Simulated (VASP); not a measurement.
Crystal: Ge.

```
CELL_PARAMETERS angstrom
5.24058 0.00000 0.00000
0.00000 5.24058 0.00000
0.00000 0.00000 2.65536
ATOMIC_POSITIONS crystal
Ge 0.00000 0.00000 0.00000
Ge 0.00000 0.50000 0.00000
Ge 0.50000 0.00000 0.00000
```

Program: VASP 6.6.1. Alike in all runs: task single point; potentials or basis VASP PAW PBE potentials, release 64 (Ge_d); no spin polarisation; cell as given; k mesh 3 × 3 × 5; cutoff (eV) 520; smearing fermi-dirac 0.05 eV.

**Question.** Order these runs on this cell by their pressure, lowest first.
A. level PBE-based screened hybrid with 50 % exact exchange; share of exact exchange 0.5
B. level PBE-based screened hybrid with 5 % exact exchange; share of exact exchange 0.05
C. level PBE-based screened hybrid with 30 % exact exchange; share of exact exchange 0.3

**Answer.** A (-3.5 GPa), C (-1.9 GPa), B (0.0 GPa).

Caveats: all runs use coarse meshes; the PAW data sets were made with another functional, which shifts forces and pressure a little.
